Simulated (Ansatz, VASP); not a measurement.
**Two plane-wave programs on CO**

```xyz
2
Lattice="0.0000 1.9830 1.9830 1.9830 0.0000 1.9830 1.9830 1.9830 0.0000" Properties=species:S:1:pos:R:3 pbc="T T T"
C     0.0000    0.0000    0.0000
O     1.9830    1.9830    1.9830
```

Alike in both runs: functional PBE; k mesh 6 × 6 × 6; occupations gaussian, width 0.1 eV; no spin polarisation.

Ansatz relaxed the structure, and its values are those at the end. VASP's run is a single point on that final structure, the one shown.

```csv
,VASP,Ansatz
version,VASP 6.6.1,Ansatz 0.2.0
potentials or method,"VASP PAW PBE potentials, release 64 (C, O), cutoff 600 eV","scalar-relativistic, plane waves, PAW"
valence electrons in the cell,10,10
```

|  | VASP | Ansatz | Ansatz less VASP |
| --- | --- | --- | --- |
| gap on the k mesh at the Fermi level (eV) | 1.12 | 1.12 | -0.003 |
| least direct gap on the mesh (eV) | 1.16 | 1.16 | +0.002 |
| pressure (GPa) | -0.3 | 0.0 | +0.31 |

The k mesh is coarse, so the values compare programs but aren't converged.
